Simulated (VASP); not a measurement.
# CoSi2 (Fm-3m) in VASP: single point with PBE+D3(BJ)

Aim: the single point of CoSi2 with PBE+D3(BJ).

Everything below comes from runs of VASP 6.6.1. Logs are shortened: lines on timing, memory, paths and dates and some standing lists are left out, and cuts for length are marked.

## 1. The cell of the first run

It takes space group Fm-3m (No. 225, cubic). The conventional cell has a = 5.305 Å, b = 5.305 Å, c = 5.305 Å, α = 90.00°, β = 90.00°, γ = 90.00°. Co (site symmetry m-3m) has 8 Si at 2.30 Å within 3.0 Å. Si (site symmetry -43m) has 4 Co at 2.30 Å and 6 Si at 2.65 Å within 3.0 Å.

## 2. Single point, PBE+D3(BJ)

File INCAR:

```
PREC     = Accurate       # precision mode
ENCUT    = 520            # plane-wave cutoff, eV
EDIFF    = 1E-6           # SCF threshold, eV
ISMEAR   = 0              # smearing method
SIGMA    = 0.1            # smearing width, eV
LREAL    = False          # projectors in reciprocal space
LASPH    = True           # aspherical terms in the spheres
NELM     = 60             # most SCF steps
ALGO     = Normal         # electronic algorithm
ISIF     = 2              # what is computed and relaxed
LWAVE    = False          # write WAVECAR
LCHARG   = False          # write CHGCAR
GGA      = PE             # functional
IVDW     = 12             # dispersion correction
NBANDS   = 16             # bands
```

File KPOINTS:

```
regular mesh
0
Gamma
  14 14 14
```

File POSCAR:

```
CoSi2
1.0
    0.0000000000      2.6523202603      2.6523202603
    2.6523202603      0.0000000000      2.6523202603
    2.6523202603      2.6523202603      0.0000000000
Co Si
1 2
Direct
    0.0000000000      0.0000000000      0.0000000000
    0.2500000000      0.2500000000      0.2500000000
    0.7500000000      0.7500000000      0.7500000000
```

Potentials or basis: VASP PAW PBE potentials, release 64 (Co, Si).

Started as:

```console
> cat potpaw_PBE.64/Co/POTCAR potpaw_PBE.64/Si/POTCAR > POTCAR
> mpirun -np 1 vasp_std > vasp.out
```

OUTCAR:

```text
PREC = Accurate
   ENCUT = 520
   EDIFF = 1E-6
   ISMEAR = 0
   LREAL = False
   LASPH = True
   NELM = 60
   ISIF = 2
   GGA = PE
   IVDW = 12
 IVDW          = 12

 ion  position               nearest neighbor table
   1  0.000  0.000  0.000-   3 2.30   3 2.30   3 2.30   2 2.30   3 2.30   2 2.30   2 2.30   2 2.30

   2  0.250  0.250  0.250-   1 2.30   1 2.30   1 2.30   1 2.30   3 2.65   3 2.65   3 2.65   3 2.65
                             3 2.65   3 2.65
   3  0.750  0.750  0.750-   1 2.30   1 2.30   1 2.30   1 2.30   2 2.65   2 2.65   2 2.65   2 2.65
                             2 2.65   2 2.65

  LATTYP: Found a face centered cubic cell.
 ALAT       =     5.3046405206

  Lattice vectors:

 A1 = (   0.0000000000,   2.6523202603,   2.6523202603)
 A2 = (   2.6523202603,   0.0000000000,   2.6523202603)
 A3 = (   2.6523202603,   2.6523202603,   0.0000000000)

Analysis of symmetry for initial positions (statically):
=====================================================================
 Subroutine PRICEL returns:
 Original cell was already a primitive cell.

 Routine SETGRP: Setting up the symmetry group for a
 face centered cubic supercell.

 Subroutine GETGRP returns: Found 48 space group operations
 (whereof 48 operations were pure point group operations)
 out of a pool of 48 trial point group operations.

The static configuration has the point symmetry O_h .

Analysis of symmetry for dynamics (positions and initial velocities):
=====================================================================
 Subroutine PRICEL returns:
 Original cell was already a primitive cell.

 Routine SETGRP: Setting up the symmetry group for a
 face centered cubic supercell.

 Subroutine GETGRP returns: Found 48 space group operations
 (whereof 48 operations were pure point group operations)
 out of a pool of 48 trial point group operations.

The dynamic configuration has the point symmetry O_h .

 Subroutine INISYM returns: Found 48 space group operations
 (whereof 48 operations are pure point group operations),
 and found     1 'primitive' translations

----------------------------------------------------------------------------------------

                                     Primitive cell

  volume of cell :      37.3171

  direct lattice vectors                    reciprocal lattice vectors
     0.000000000  2.652320260  2.652320260    -0.188514188  0.188514188  0.188514188
     2.652320260  0.000000000  2.652320260     0.188514188 -0.188514188  0.188514188
     2.652320260  2.652320260  0.000000000     0.188514188  0.188514188 -0.188514188

  length of vectors
     3.750947284  3.750947284  3.750947284     0.326516151  0.326516151  0.326516151
[... 88 lines left out ...]
   NFREE  =      0    steps in history (QN), initial steepest desc. (CG)
   ISIF   =      2    stress and relaxation
   ISYM   =      2    0-nonsym 1-usesym 2-fastsym
   POTIM  = 0.5000    time-step for ionic-motion
   TEBEG  =    0.0;   TEEND  =   0.0 temperature during run
   PSTRESS=    0.0 pullay stress
   NELECT =      17.0000    total number of electrons
   NUPDOWN=      -1.0000    fix difference up-down
   EMIN   =  10.00;   EMAX   =-10.00  energy-range for DOS
   EFERMI =   0.00;   METHOD = LEGACY
   ISMEAR =     0;   SIGMA  =   0.10  broadening in eV -4-tet -1-fermi 0-gaus
   EFERMI_NEDOS =   21; number of points for ismear=-14 and -15
   IALGO  =     38    algorithm
   IMIX   =      4    mixing-type and parameters
     AMIX     =   0.40;   BMIX     =  1.00
     AMIX_MAG =   1.60;   BMIX_MAG =  1.00
  volume/ion in A,a.u.               =      12.44        83.94
  Fermi-wavevector in a.u.,A,eV,Ry     =   1.259665  2.380422 21.589136  1.586757
  Thomas-Fermi vector in A             =   2.393214
   LORBIT       =      0    0 simple, 1 ext, 2 COOP (PROOUT), +10 PAW based schemes
   GGA     = PE    functional components
   LHFCALC =     F    Hartree Fock is set to
   AEXX    =    0.0000 exact exchange contribution
   IVDW    =    12    specifies the selected vdW correction
   LEPSILON=     F    determine dielectric tensor
   LRPA    =     F    only Hartree local field effects (RPA)
 non-spin polarized calculation
 Gauss-broadening in eV      SIGMA  =   0.10
  energy-cutoff  :      520.00
  volume of cell :       37.32
 maximum number of plane-waves:      1020
   NGX = 13   NGY = 13   NGZ = 13

 number of electron      17.0000006 magnetization

 Free energy of the ion-electron system (eV)
  ---------------------------------------------------
  ext. energy  EPLUGINS =         0.00000000
  ---------------------------------------------------
  free energy    TOTEN  =       -19.27717673 eV

  energy without entropy =      -19.27212099  energy(sigma->0) =      -19.27464886

 E-fermi :  10.5005     XC(G=0): -11.8798

 val. band max:       10.5004002876   @ k =   0.4286   0.2143   0.0714
 cond. band min:      10.5106260223   @ k =   0.3571   0.0714   0.0000
 fundamental gap:      0.0102257347
 Fermi energy:        10.5004596527

 k-point     1 :       0.0000    0.0000    0.0000
  band No.  band energies     occupation
      1      -2.8630      2.00000
      2       6.2788      2.00000
      3       6.2788      2.00000
      4       6.2788      2.00000
      5       8.4832      2.00000
      6       8.4832      2.00000
[... 433 lines left out ...]
      3       6.4238      2.00000
      4       6.4974      2.00000
      5       7.6435      2.00000
      6       8.6705      2.00000
[... 8 lines left out ...]
     15      18.9362      0.00000
     16      19.2324      0.00000

 [... further k-points ...]

------------------------ aborting loop because EDIFF is reached ----------------------------------------

 Edisp (eV)   -1.36653

 E8    (eV) :    -0.5754

  FORCE on cell =-STRESS in cart. coord.  units (eV):
  Direction    XX          YY          ZZ          XY          YZ          ZX
  --------------------------------------------------------------------------------------
  -------------------------------------------------------------------------------------
  Total      -0.04936    -0.04936    -0.04936     0.00000    -0.00000     0.00000
  in kB      -2.11940    -2.11940    -2.11940     0.00000    -0.00000     0.00000
  external pressure =       -2.12 kB  Pullay stress =        0.00 kB

 VOLUME and BASIS-vectors are now :
 -----------------------------------------------------------------------------
  energy-cutoff  :      520.00
  volume of cell :       37.32
      direct lattice vectors                 reciprocal lattice vectors
     0.000000000  2.652320260  2.652320260    -0.188514188  0.188514188  0.188514188
     2.652320260  0.000000000  2.652320260     0.188514188 -0.188514188  0.188514188
     2.652320260  2.652320260  0.000000000     0.188514188  0.188514188 -0.188514188

 POSITION                                       TOTAL-FORCE (eV/Angst)
 -----------------------------------------------------------------------------------
      0.00000      0.00000      0.00000         0.000000     -0.000000     -0.000000
      1.32616      1.32616      1.32616         0.000000      0.000000      0.000000
      3.97848      3.97848      3.97848        -0.000000     -0.000000     -0.000000
 -----------------------------------------------------------------------------------
    total drift:                               -0.000000     -0.000000      0.000000

  FREE ENERGIE OF THE ION-ELECTRON SYSTEM (eV)
  ---------------------------------------------------
  free  energy   TOTEN  =       -20.6437079574 eV

  energy  without entropy=      -20.6386522152  energy(sigma->0) =      -20.64118009
```

OSZICAR:

```text
N       E                     dE             d eps       ncg     rms          rms(c)
DAV:   1     0.609854211130E+02    0.60985E+02   -0.68358E+03  3344   0.102E+03
DAV:   2    -0.175950748686E+02   -0.78580E+02   -0.70343E+02  3760   0.203E+02
DAV:   3    -0.206342352681E+02   -0.30392E+01   -0.29922E+01  4320   0.444E+01
DAV:   4    -0.206869542690E+02   -0.52719E-01   -0.52695E-01  3984   0.561E+00
DAV:   5    -0.206885038189E+02   -0.15495E-02   -0.15494E-02  4488   0.976E-01    0.147E+01
DAV:   6    -0.240401544457E+02   -0.33517E+01   -0.23724E+01  3576   0.101E+02    0.170E+01
DAV:   7    -0.193121748314E+02    0.47280E+01   -0.10688E+01  4192   0.798E+01    0.341E+00
DAV:   8    -0.193078606729E+02    0.43142E-02   -0.68376E-01  3904   0.519E+00    0.186E+00
DAV:   9    -0.192770547976E+02    0.30806E-01   -0.78104E-02  4040   0.535E+00    0.477E-01
DAV:  10    -0.192773261975E+02   -0.27140E-03   -0.61895E-03  4712   0.117E+00    0.127E-01
DAV:  11    -0.192771527641E+02    0.17343E-03   -0.70734E-04  4400   0.496E-01    0.288E-02
DAV:  12    -0.192771772496E+02   -0.24485E-04   -0.64018E-05  3720   0.559E-02    0.158E-02
DAV:  13    -0.192771767342E+02    0.51537E-06   -0.48045E-06  4376   0.303E-02
   1 F= -.20643708E+02 E0= -.20641180E+02  d E =-.505574E-02
```

Run time: 36 s. Hardware: 1 thread of Intel Xeon Platinum 8488C (Sapphire Rapids), shared host; peak memory 0.2 GiB.

Results:

```
Free energy                : -20.6437 eV
Pressure                   : -0.2 GPa
Dispersion energy per atom : -0.456 eV
```

Levels at points of the mesh, in eV from the Fermi level:
| k point | band 5 | band 6 | band 7 | band 8 | band 9 | band 10 | band 11 | band 12 | band 13 | band 14 |
| --- | --- | --- | --- | --- | --- | --- | --- | --- | --- | --- |
| (0.00, 0.00, 0.00) | -2.02 | -2.02 | 1.03 | 3.44 | 3.44 | 3.44 | 3.51 | 3.51 | 3.51 | 5.78 |
| (0.50, 0.00, 0.00) | -2.25 | -1.72 | -1.72 | -0.50 | -0.50 | 2.78 | 3.48 | 3.48 | 4.59 | 10.49 |
| (0.50, 0.50, 0.00) | -3.76 | -2.05 | -2.05 | -2.01 | -1.41 | 1.68 | 2.93 | 8.57 | 9.87 | 9.87 |

Caveat: pairwise dispersion overbinds metals, which lowers pressure and volume. Spin polarisation is off, so any magnetic state and its effect on volume and gap are missing.
